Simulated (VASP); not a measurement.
A run of VASP 6.6.1 is set up as follows.

The input INCAR:

```
  PREC = Accurate
  ENCUT = 520
  EDIFF = 1E-7
  ISMEAR = 0
  SIGMA = 0.01
  LREAL = F
  LASPH = T
  NELM = 80
  ALGO = Normal
  ISIF = 2
  LWAVE = F
  LCHARG = F
  GGA = PS
  NBANDS = 17
```

KPOINTS

```
regular mesh
0
Gamma
  6 6 6
```

The input POSCAR:

```
SnSe
1.0
    0.0000000000      3.0690345955      3.0690345955
    3.0690345955      0.0000000000      3.0690345955
    3.0690345955      3.0690345955      0.0000000000
Sn Se
1 1
Direct
    0.0000000000      0.0000000000      0.0000000000
    0.5000000000      0.5000000000      0.5000000000
```

Potentials or basis: VASP PAW PBE potentials, release 64 (Sn_d, Se).

Command:

```bash
$ cat potpaw_PBE.64/Sn_d/POTCAR potpaw_PBE.64/Se/POTCAR > POTCAR
$ mpirun -np 1 vasp_std > vasp.out
```

Estimate the band gap on the k mesh.

0.40 eV, direct.

Predict the pressure.

-4.6 GPa.

Caveat: the PAW data sets were made with another functional, which shifts forces and pressure a little; spin-orbit coupling is left out, which moves the levels of the heavy elements. A k mesh can miss the band edges.
